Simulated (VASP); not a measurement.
Set up this calculation in VASP 6.6.1, as the native input.

| Property | Result |
| --- | --- |
| Task | single point |
| Functional | PBE |
| Potentials or basis | VASP PAW PBE potentials, release 64 (Sn_d, S) |
| Cutoff | 500 eV |
| k mesh | 10 × 10 × 6 |
| Occupations | fermi-dirac, width 0.01 eV |
| Spin | no spin polarisation |
| Dipole correction | no |
| Further INCAR settings | ALGO = Normal; EDIFF = 1e-06; NBANDS = 20 |

The structure of SnS2 lies in POSCAR:

```
SnS2
1.0
    3.5623173385      0.0000000000      0.0000000000
   -1.7811586692      3.0850573114      0.0000000000
    0.0000000000      0.0000000000      5.4940000000
Sn S
1 2
Direct
    0.0000000000      0.0000000000      0.0000000000
    0.6666666667      0.3333333333      0.2639000000
    0.3333333333      0.6666666667      0.7361000000
```

This cell differs from its parent crystal: equal xx and yy strain of -1 %.

The input as run:

INCAR

```
SYSTEM = SnS2
PREC = Accurate
ENCUT = 500
EDIFF = 1E-6
ISMEAR = -1
SIGMA = 0.01
LREAL = .False.
LASPH = .True.
NELM = 120
ALGO = Normal
ISIF = 2
LWAVE = .False.
LCHARG = .False.
GGA = PE
NBANDS = 20
GGA_COMPAT = .False.
```

KPOINTS

```
Automatic mesh
0
Gamma
  10 10 6
  0 0 0
```

Potentials or basis: VASP PAW PBE potentials, release 64 (Sn_d, S).

Launch:

```console
$ cat potpaw_PBE.64/Sn_d/POTCAR potpaw_PBE.64/S/POTCAR > POTCAR
$ mpirun -np 1 vasp_std > vasp.out
```

Results of the run:

```json
{"Pressure": "11.5 GPa", "Largest force": "0.608 eV/Å", "Band gap on the k mesh": "1.20 eV (least direct gap 2.08 eV)"}
```

Caveat: the cell differs from its parent crystal (equal xx and yy strain of -1 %); the cell stands under pressure; spin-orbit coupling is left out, which moves the levels of the heavy elements.

Wall time 63 s on 1 thread of Intel(R) Xeon(R) Platinum 8488C (Sapphire Rapids), on a shared host, peak memory 0.22 GiB.
